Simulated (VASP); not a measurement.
Input of a VASP 6.6.1 run:

The input INCAR:

```
SYSTEM = CdS
PREC = Accurate
ENCUT = 500
EDIFF = 1E-6
ISMEAR = 0
SIGMA = 0.01
LREAL = .FALSE.
LASPH = .TRUE.
NELM = 120
ALGO = Normal
ISIF = 2
LWAVE = .FALSE.
LCHARG = .TRUE.
GGA = PS
LELF = .TRUE.
LVHAR = .TRUE.
NBANDS = 16
GGA_COMPAT = .FALSE.
```

Contents of KPOINTS:

```
regular mesh
0
G
  6 6 6
  0 0 0
```

File POSCAR:

```
CdS
1.0
    0.0000000000      2.7983871710      2.7983871710
    2.7983871710      0.0000000000      2.7983871710
    2.7983871710      2.7983871710      0.0000000000
Cd S
1 1
Direct
    0.0000000000      0.0000000000      0.0000000000
    0.5000000000      0.5000000000      0.5000000000
```

Potentials or basis: VASP PAW PBE potentials, release 64 (Cd, S).

Launch:

```bash
$ cat potpaw_PBE.64/Cd/POTCAR potpaw_PBE.64/S/POTCAR > POTCAR
$ mpirun -np 1 vasp_std > vasp.out
```

Task: Predict the pressure.

Result: -6.7 GPa.

Task: Predict the band gap on the k mesh.

Result: 0.12 eV, indirect (least direct gap 1.11 eV).

Caveat: the PAW data sets were made with another functional, which shifts forces and pressure a little. A k mesh can miss the band edges.
